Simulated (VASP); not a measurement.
The system is CdIn2O4.

```
Cd In O
1.0
     0.00000    4.65790    4.65790
     4.65790    0.00000    4.65790
     4.65790    4.65790    0.00000
Cd In O
2 4 8
Cartesian
  2.3289 2.3289 2.3289
  0.0000 0.0000 0.0000
  5.8224 3.4934 3.4934
  5.8224 5.8224 5.8224
  3.4934 5.8224 3.4934
  3.4934 3.4934 5.8224
  8.0299 8.0299 8.0299
  3.6148 5.7010 5.7010
  5.7010 5.7010 3.6148
  5.7010 3.6148 5.7010
  5.9438 5.9438 8.0299
  5.9438 8.0299 5.9438
  3.6148 3.6148 3.6148
  8.0299 5.9438 5.9438
```

```yaml
Program: VASP 6.6.1
Task: relaxation of cell and atoms
Functional: PBEsol
Potentials_or_basis: VASP PAW PBE potentials, release 64 (Cd, In_d, O)
Cutoff: 600 eV
k_mesh: 4 × 4 × 4
Occupations: fermi-dirac, width 0.02 eV
Spin: no spin polarisation
```

At the start: pressure -4.8 GPa; volume 14.44 Å³/atom.

Problem. Where does the relaxation end?

Solution. Over 8 steps the energy falls by 7.8 meV/atom and the volume is 13.93 Å³/atom (-3.5 %); space group Fd-3m (No. 227, to 0.1 Å) before and after.

The path:
```csv
step,energy change (eV),largest force (eV/Å),pressure (GPa),volume (Å³)
1,0.0000,0.1136,-4.81,202.12
2,-0.0283,0.2786,4.56,189.70
3,-0.1079,0.0875,-0.08,195.28
4,-0.1079,0.0919,0.03,195.14
5,-0.1095,0.0184,0.07,194.93
6,-0.1096,0.0030,0.09,194.89
7,-0.1096,0.0037,-0.07,195.09
8,-0.1096,0.0006,0.00,195.00
```

Final structure:
```cif
data_structure
_symmetry_space_group_name_H-M 'P 1'
_symmetry_Int_Tables_number 1
_cell_length_a 6.5090
_cell_length_b 6.5090
_cell_length_c 6.5090
_cell_angle_alpha 60.000
_cell_angle_beta 60.000
_cell_angle_gamma 60.000
_cell_volume 195.00
loop_
_atom_site_label
_atom_site_type_symbol
_atom_site_fract_x
_atom_site_fract_y
_atom_site_fract_z
_atom_site_occupancy
Cd1 Cd 0.25000 0.25000 0.25000 1
Cd2 Cd 0.00000 0.00000 0.00000 1
In1 In 0.12500 0.62500 0.62500 1
In2 In 0.62500 0.62500 0.62500 1
In3 In 0.62500 0.12500 0.62500 1
In4 In 0.62500 0.62500 0.12500 1
O1 O 0.86209 0.86209 0.86209 1
O2 O 0.83626 0.38791 0.38791 1
O3 O 0.38791 0.38791 0.83626 1
O4 O 0.38791 0.83626 0.38791 1
O5 O 0.86209 0.86209 0.41374 1
O6 O 0.86209 0.41374 0.86209 1
O7 O 0.38791 0.38791 0.38791 1
O8 O 0.41374 0.86209 0.86209 1
```

Caveat: the PAW data sets were made with another functional, which shifts forces and pressure a little.
